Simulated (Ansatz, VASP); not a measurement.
**One calculation of Ni, two programs**

File INCAR:

```
PREC     = Accurate       # precision mode
ENCUT    = 600            # plane-wave cutoff, eV
EDIFF    = 1E-7           # SCF threshold, eV
ISMEAR   = -1             # smearing method
SIGMA    = 0.05           # smearing width, eV
LREAL    = F              # projectors in reciprocal space
LASPH    = T              # aspherical terms in the spheres
NELM     = 150            # most SCF steps
ALGO     = Normal         # electronic algorithm
ISIF     = 3              # what is computed and relaxed
LWAVE    = F              # write WAVECAR
LCHARG   = F              # write CHGCAR
ISPIN    = 2              # spin polarisation
MAGMOM   = 0.8 -0.8       # initial moments
LORBIT   = 11             # projections on sites
LMAXMIX  = 4              # l up to which the mixer works
GGA      = CA             # functional
IBRION   = 2              # ionic algorithm
NSW      = 80             # ionic steps
EDIFFG   = -0.01          # ionic threshold
```

File KPOINTS:

```
Automatic mesh
0
Gamma
  12 12 12
```

POSCAR

```
Ni
1.0
    0.0000000000      2.2775907947      2.2775907947
    2.2775907947      0.0000000000      2.2775907947
    2.2775907947      2.2775907947      0.0000000000
Ni
2
Direct
    0.0000000000      0.0000000000      0.0000000000
    0.5000000000      0.5000000000      0.5000000000
```

Input for Ansatz:

```yaml
crystal:
  lattice:
    - [0.0, 2.2775907947, 2.2775907947]
    - [2.2775907947, 0.0, 2.2775907947]
    - [2.2775907947, 2.2775907947, 0.0]
  atoms:
    - { symbol: Ni, position: [0.0, 0.0, 0.0], spin: 0.8 }
    - { symbol: Ni, position: [0.5, 0.5, 0.5], spin: -0.8 }
hamiltonian:
  xc: lda
  pseudopotentials:
    kind: paw
    azcp:
      Ni: "pseudopotentials/Ni.paw.azcp"
basis:
  ecutwfc: 420
  fft_grid_basis: typed
kpoints:
  mp_grid: { grid: [12, 12, 12], shift: [0, 0, 0] }
magnetization:
  spin_polarized: true
scf:
  occupations: { method: fermi_dirac, width: 0.05 }
relax:
  max_steps: 60
  f_tol: 0.01
  cell: {}
```

Alike in both runs: task relaxation of cell and atoms; functional LDA; k mesh 12 × 12 × 12; occupations fermi-dirac, width 0.05 eV; collinear spin.

|  | VASP | Ansatz |
| --- | --- | --- |
| version | VASP 6.6.1 | Ansatz 0.2.0 |
| potentials or method | VASP PAW LDA potentials, release 64 (Ni), cutoff 600 eV | plane waves (420 eV) with PAW, scalar-relativistic |
| valence electrons in the cell | 20 | 36 |

Ansatz gave:

| Quantity | Value |
| --- | --- |
| net moment per atom (μB) | 0.00 |
| relaxed volume (Å³/atom) | 11.50 |
| relaxed length of the cell vector where the two differ most in proportion (Å) | 3.192 |

Task: Which values does VASP return?

Result: net moment per atom (μB): 0.00; relaxed volume (Å³/atom): 11.48; relaxed length of the cell vector where the two differ most in proportion (Å): 3.191.

Ansatz warns that its potentials were made for another functional, while VASP's fit it. LDA's correlation is that of Perdew and Zunger in VASP and of Perdew and Wang (1992) in Ansatz. VASP's potentials hold 20 valence electrons a cell and Ansatz's 36, so a difference there can come from the potentials and not from the codes. Ansatz's warnings: seeded moment not kept.
